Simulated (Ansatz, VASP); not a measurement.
**Ir3C2 in VASP and in Ansatz**

```xyz
5
Lattice="5.5805 0.0000 0.0000 -2.7903 4.8329 0.0000 0.0000 0.0000 2.7431" Properties=species:S:1:pos:R:3 pbc="T T T"
Ir    2.7903    0.0000    1.9225
Ir   -1.3951    2.4164    1.9225
Ir    1.3951    2.4164    1.9225
C     2.7903    1.6110    0.5509
C     0.0000    3.2219    0.5509
```

Alike in both runs: functional PBE; k mesh 6 × 6 × 4; occupations gaussian, width 0.1 eV; no spin polarisation.

Ansatz relaxed the structure, and its values are those at the end. VASP's run is a single point on that final structure, the one shown.

```csv
,VASP,Ansatz
version,VASP 6.6.1,Ansatz 0.2.0
potentials or method,"VASP PAW PBE potentials, release 64 (Ir, C), cutoff 600 eV","scalar-relativistic, plane waves, PAW"
valence electrons in the cell,35,59
```

VASP gave:

```
gap on the k mesh at the Fermi level (eV) : none
pressure (GPa)                            : 1.2
```

Task: What did Ansatz give for the same quantities?

Result: gap on the k mesh at the Fermi level (eV): none; pressure (GPa): 0.0.

A gap of «none» marks a metal or a gap that the smearing closes. The functional is the same, so the differences come from potentials, cutoffs and numerics. VASP's potentials hold 35 valence electrons a cell and Ansatz's 59, so a difference there can come from the potentials and not from the codes.

The k mesh is coarse, so the values compare programs but aren't converged. Spin-orbit coupling is off throughout.
